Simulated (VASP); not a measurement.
# PbO (P6_3/mmc) in VASP: further runs, part 2 of 2

VASP 6.6.1.

**3. Relaxation of cell and atoms, PBE**

This run uses another cell than the first one, of 9.99 Å³/atom, 0.544 times its volume.

The input, INCAR:

```
PREC = Accurate
ENCUT = 600
EDIFF = 1E-7
ISMEAR = -1
SIGMA = 0.02
LREAL = False
LASPH = True
NELM = 100
ALGO = Normal
ISIF = 3
LWAVE = False
LCHARG = False
GGA = PE
IBRION = 2
NSW = 80
EDIFFG = -0.005
```

The input, KPOINTS:

```
regular mesh
0
Gamma
  12 12 6
```

The input, POSCAR:

```
PbO
1.0
    3.0477248700      0.0000000000      0.0000000000
   -1.5238624350      2.6394071612      0.0000000000
    0.0000000000      0.0000000000      4.9677915381
Pb O
2 2
Direct
    0.0000000000      0.0000000000      0.0000000000
    0.0000000000      0.0000000000      0.5000000000
    0.3333333333      0.6666666667      0.2500000000
    0.6666666667      0.3333333333      0.7500000000
```

Potentials or basis: VASP PAW PBE potentials, release 64 (Pb_d, O).

Started as:

```
cat potpaw_PBE.64/Pb_d/POTCAR potpaw_PBE.64/O/POTCAR > POTCAR
mpirun -np 1 vasp_std > vasp.out
```

It took 5.6 min on 1 thread of Intel Xeon Platinum 8488C (Sapphire Rapids), shared host; peak memory 0.23 GiB.

Results (log left out):

```yaml
Free_energy: -20.2172 eV
Relaxed_volume: 17.88 Å³/atom
Relaxed_cell: a = 3.596 Å, b = 3.596 Å, c = 6.386 Å, α = 90.00°, β = 90.00°, γ = 120.00°
Space_group_after_relaxing_to_0.05_Å: P6_3/mmc (No. 194)
Energy_gained_by_relaxing: 3375.0 meV/atom
Ionic_steps: 10
Pressure_after_relaxing: 0.0 GPa
Band_gap_on_the_k_mesh: zero (band 20 reaches 6.72 eV, above the bottom of band 21 at 6.55 eV)
```

Step by step:
```
step  energy change (eV)  largest force (eV/Å)  pressure (GPa)  volume (Å³)
   1              0.0000                0.0000          221.15        39.96
   2              6.7009                0.0000          -41.24       183.48
   3            -12.7518                0.0000          -15.30        85.56
   4            -13.3001                0.0000           -8.74        78.43
   5            -13.4849                0.0000            0.23        71.74
   6            -13.4841                0.0000           -0.97        72.51
   7            -13.4964                0.0000           -0.94        72.26
   8            -13.4984                0.0000           -0.94        72.11
   9            -13.4990                0.0000            0.79        71.03
  10            -13.5002                0.0000           -0.01        71.52
```

Final structure:
```
Pb O
1.0
     3.59604    0.00000    0.00000
    -1.79802    3.11426    0.00000
     0.00000    0.00000    6.38616
Pb O
2 2
Direct
  0.00000 0.00000 0.00000
  0.00000 0.00000 0.50000
  0.33333 0.66667 0.25000
  0.66667 0.33333 0.75000
```

Levels at points of the mesh, in eV from the Fermi level:
| k point | band 18 | band 19 | band 20 | band 21 | band 22 | band 23 |
| --- | --- | --- | --- | --- | --- | --- |
| (0.00, 0.00, 0.00) | -2.06 | -2.06 | -0.46 | 0.33 | 5.91 | 5.91 |
| (0.50, 0.00, 0.00) | -2.15 | -1.74 | -0.68 | -0.17 | 3.04 | 3.52 |
| (0.00, 0.00, 0.50) | -2.26 | -2.01 | -2.01 | 3.44 | 3.44 | 6.55 |
| (0.50, 0.00, 0.50) | -2.81 | -2.31 | -2.31 | 2.33 | 2.33 | 4.58 |

Caveat: the volume moved by over 15 % at a fixed basis, so the end points are rough; spin-orbit coupling is left out, which moves the levels of the heavy elements.

**4. Single point, LDA**

This run uses another cell than the first one, of 17.82 Å³/atom, 0.970 times its volume.

The input, INCAR:

```
SYSTEM = PbO
PREC = Accurate ; ENCUT = 520
EDIFF = 1E-6 ; ISMEAR = -1
SIGMA = 0.02 ; LREAL = .FALSE.
LASPH = .TRUE. ; NELM = 100
ALGO = Normal ; ISIF = 2
LWAVE = .FALSE. ; LCHARG = .TRUE.
GGA = CA ; LELF = .TRUE.
LVHAR = .TRUE. ; NBANDS = 28
```

The input, KPOINTS:

```
regular mesh
0
G
  12 12 4
  0 0 0
```

The input, POSCAR:

```
PbO
1.0
    3.5664584732      0.0000000000      0.0000000000
   -1.7832292366      3.0886436394      0.0000000000
    0.0000000000      0.0000000000      6.4701096399
Pb O
2 2
Direct
    0.0000000000      0.0000000000      0.0000000000
    0.0000000000      0.0000000000      0.5000000000
    0.3333333333      0.6666666667      0.2500000000
    0.6666666667      0.3333333333      0.7500000000
```

Potentials or basis: VASP PAW LDA potentials, release 64 (Pb_d, O).

Started as:

```
cat potpaw_LDA.64/Pb_d/POTCAR potpaw_LDA.64/O/POTCAR > POTCAR
mpirun -np 1 vasp_std > vasp.out
```

Wall time 53 s (1 thread of Intel Xeon Platinum 8488C (Sapphire Rapids), shared host); peak memory 0.22 GiB.

Results (log left out):

```
Free energy            : -23.2735 eV
Pressure               : -4.8 GPa
Band gap on the k mesh : zero (band 20 reaches 6.52 eV, above the bottom of band 21 at 6.15 eV)
```

Stress tensor (GPa, compression positive):
```
-4.40  0.00  0.00
 0.00 -4.40  0.00
 0.00  0.00 -5.53
```

Levels at points of the mesh, in eV from the Fermi level:
```tsv
k point	band 18	band 19	band 20	band 21	band 22	band 23
(0.00, 0.00, 0.00)	-2.10	-2.10	-0.47	0.23	5.93	5.93
(0.50, 0.00, 0.00)	-2.21	-1.85	-0.75	-0.36	2.69	3.52
(0.00, 0.00, 0.50)	-2.30	-2.13	-2.13	3.24	3.24	6.55
(0.50, 0.00, 0.50)	-2.86	-2.48	-2.48	2.09	2.09	4.44
```

Caveat: spin-orbit coupling is left out, which moves the levels of the heavy elements.

**5. Single point, r2SCAN**

This run uses another cell than the first one, of 17.82 Å³/atom, 0.970 times its volume.

POSCAR is that of step 4.

The input, INCAR.step1:

```
ALGO     = Normal         # electronic algorithm
EDIFF    = 1E-4           # SCF threshold, eV
ENCUT    = 520            # plane-wave cutoff, eV
GGA      = PE             # functional
ISMEAR   = -1             # smearing method
LASPH    = True           # aspherical terms in the spheres
LCHARG   = False          # write CHGCAR
LREAL    = False          # projectors in reciprocal space
LWAVE    = True           # write WAVECAR
NBANDS   = 28             # bands
NELM     = 100            # most SCF steps
PREC     = Accurate       # precision mode
SIGMA    = 0.02           # smearing width, eV
```

The input, INCAR.step2:

```
ALGO     = Normal         # electronic algorithm
EDIFF    = 1E-7           # SCF threshold, eV
ENCUT    = 520            # plane-wave cutoff, eV
ISIF     = 2              # what is computed and relaxed
ISMEAR   = -1             # smearing method
ISTART   = 1            
LASPH    = True           # aspherical terms in the spheres
LCHARG   = False          # write CHGCAR
LMIXTAU  = True         
LREAL    = False          # projectors in reciprocal space
LWAVE    = False          # write WAVECAR
METAGGA  = R2SCAN         # meta-GGA
NBANDS   = 28             # bands
NELM     = 100            # most SCF steps
PREC     = Accurate       # precision mode
SIGMA    = 0.02           # smearing width, eV
```

The input, KPOINTS:

```
k-points
0
Gamma
  12 12 4
```

Potentials or basis: VASP PAW PBE potentials, release 64 (Pb_d, O).

Started as:

```
cat potpaw_PBE.64/Pb_d/POTCAR potpaw_PBE.64/O/POTCAR > POTCAR
cp INCAR.step1 INCAR
mpirun -np 1 vasp_std > vasp.out
cp INCAR.step2 INCAR
mpirun -np 1 vasp_std > vasp.out
```

It took 4.6 min on 1 thread of Intel Xeon Platinum 8488C (Sapphire Rapids), shared host; peak memory 0.25 GiB.

The run converged. Its results:

```yaml
Free_energy: -128.2047 eV
Pressure: 0.1 GPa
Band_gap_on_the_k_mesh: zero (band 20 reaches 6.78 eV, above the bottom of band 21 at 6.63 eV)
```

Levels at points of the mesh, in eV from the Fermi level:
```csv
k point,band 17,band 18,band 19,band 20,band 21,band 22,band 23,band 24
"(0.00, 0.00, 0.00)",-2.74,-2.34,-2.34,-0.22,0.15,6.32,6.32,7.86
"(0.50, 0.00, 0.00)",-3.62,-2.45,-2.04,-0.89,-0.15,2.95,3.84,4.89
"(0.00, 0.00, 0.50)",-2.53,-2.53,-2.24,-2.24,3.55,3.55,6.93,6.93
"(0.50, 0.00, 0.50)",-3.08,-3.08,-2.62,-2.62,2.29,2.29,4.83,4.83
```

Caveat: the PAW data sets were made with another functional, which shifts forces and pressure a little; spin-orbit coupling is left out, which moves the levels of the heavy elements.

**6. Overview**

| task | level | potentials or basis | cell | k mesh | cutoff (eV) | gap on the mesh (eV) | pressure (GPa) |
| --- | --- | --- | --- | --- | --- | --- | --- |
| single point | PBE | VASP PAW PBE potentials, release 64 (Pb_d, O) | a = 3.611, b = 3.611, c = 6.508 Å, angles 90.0, 90.0, 120.0°, 4 atoms | 12 × 12 × 6 | 520 | none | 0.0 |
| relaxation of cell and atoms | PBE | VASP PAW PBE potentials, release 64 (Pb_d, O) | relaxed from a = 3.048, b = 3.048, c = 4.968 Å, angles 90.0, 90.0, 120.0°, 4 atoms | 12 × 12 × 6 | 600 | none | 0.0 |
| single point | LDA | VASP PAW LDA potentials, release 64 (Pb_d, O) | a = 3.566, b = 3.566, c = 6.470 Å, angles 90.0, 90.0, 120.0°, 4 atoms | 12 × 12 × 4 | 520 | none | -4.8 |
| single point | r2SCAN | VASP PAW PBE potentials, release 64 (Pb_d, O) | a = 3.566, b = 3.566, c = 6.470 Å, angles 90.0, 90.0, 120.0°, 4 atoms | 12 × 12 × 4 | 520 | none | 0.1 |

Alike in all rows: no spin polarisation; smearing fermi-dirac 0.02 eV.

Caveats: spin-orbit coupling is left out, which moves the levels of the heavy elements; the volume moved by over 15 % at a fixed basis, so the end points are rough (some runs); the PAW data sets were made with another functional, which shifts forces and pressure a little (some runs).

Total energies depend on the potentials used, so only differences within one code and one set of settings carry meaning.
